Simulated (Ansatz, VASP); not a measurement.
Si in VASP and in Ansatz

```
Si
1.0
     0.00000    2.73509    2.73509
     2.73509    0.00000    2.73509
     2.73509    2.73509    0.00000
Si
2
Direct
  0.00000 0.00000 0.00000
  0.25000 0.25000 0.25000
```

Alike in both runs: functional PBE; k mesh 18 × 18 × 18; occupations gaussian, width 0.02 eV; no spin polarisation.

Ansatz relaxed the structure, and its values are those at the end. VASP's run is a single point on that final structure, the one shown.

|  | VASP | Ansatz |
| --- | --- | --- |
| version | VASP 6.6.1 | Ansatz 0.2.0 |
| potentials or method | VASP PAW PBE potentials, release 64 (Si) | scalar-relativistic, plane waves, PAW |
| plane-wave cutoff (eV) | 520 | 420 |
| valence electrons in the cell | 8 | 8 |

```csv
,VASP,Ansatz,Ansatz less VASP
gap on the k mesh at the Fermi level (eV),0.62,0.62,-0.002
least direct gap on the mesh (eV),2.56,2.55,-0.005
pressure (GPa),-0.1,0.0,+0.08
```
